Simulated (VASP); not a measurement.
**Mo: single point with PBE**

The system is Mo.

```
Mo
1.0
     0.00000    1.98081    1.98081
     1.98081    0.00000    1.98081
     1.98081    1.98081    0.00000
Mo
1
Direct
  0.00000 0.00000 0.00000
```

This cell differs from its parent crystal: volume scaled by 0.97.

* Program: VASP 6.6.1
* Task: single point
* Functional: PBE
* Potentials or basis: VASP PAW PBE potentials, release 64 (Mo_sv)
* Cutoff: 520 eV
* k mesh: 18 × 18 × 18
* Occupations: gaussian, width 0.1 eV
* Spin: no spin polarisation

The pressure is 8.3 GPa and the band gap on the k mesh is zero (band 7 reaches 16.41 eV, above the bottom of band 8 at 11.50 eV).

Levels at points of the mesh, in eV from the Fermi level:
| k point | band 5 | band 6 | band 7 | band 8 | band 9 | band 10 |
| --- | --- | --- | --- | --- | --- | --- |
| (0.00, 0.00, 0.00) | -6.80 | -0.74 | -0.74 | -0.74 | 2.06 | 2.06 |
| (0.50, 0.00, 0.00) | -4.73 | -0.94 | -0.94 | 1.68 | 4.21 | 4.21 |
| (0.50, 0.50, 0.00) | -5.14 | -4.45 | 4.17 | 4.23 | 4.83 | 4.83 |

It took 12 s on 1 thread of Intel(R) Xeon(R) 6975P-C (Granite Rapids) (shared host), peak memory 0.16 GiB.
